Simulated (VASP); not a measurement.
**Sn: single point with r2SCAN**

Crystal: Sn.

```
Sn
1.0
     0.00000    3.28227    3.28227
     3.28227    0.00000    3.28227
     3.28227    3.28227    0.00000
Sn
2
Direct
  0.00000 0.00000 0.00000
  0.25000 0.25000 0.25000
```

* Program: VASP 6.6.1
* Task: single point
* Functional: r2SCAN
* Potentials or basis: VASP PAW PBE potentials, release 64 (Sn_d)
* Cutoff: 520 eV
* k mesh: 12 × 12 × 12
* Occupations: gaussian, width 0.1 eV
* Spin: no spin polarisation

```
Pressure               : 0.0 GPa
Band gap on the k mesh : zero (filled and empty bands touch)
```

Levels at points of the mesh, in eV from the Fermi level:
```csv
k point,band 10,band 11,band 12,band 13,band 14,band 15,band 16,band 17,band 18,band 19
"(0.00, 0.00, 0.00)",-21.96,-10.90,-0.61,0.00,0.00,0.00,2.22,2.22,2.22,5.37
"(0.50, 0.00, 0.00)",-21.92,-9.25,-6.46,-1.22,-1.22,0.07,3.35,3.35,5.96,8.76
"(0.50, 0.50, 0.00)",-21.91,-7.74,-7.74,-2.56,-2.56,0.95,0.95,7.93,7.93,9.58
```

Run time: 3.9 min on 1 thread of Intel Xeon 6975P-C, with other jobs on the host, peak memory 0.26 GiB.

Caveat: the PAW data sets were made with another functional, which shifts forces and pressure a little; spin-orbit coupling is left out, which moves the levels of the heavy elements.
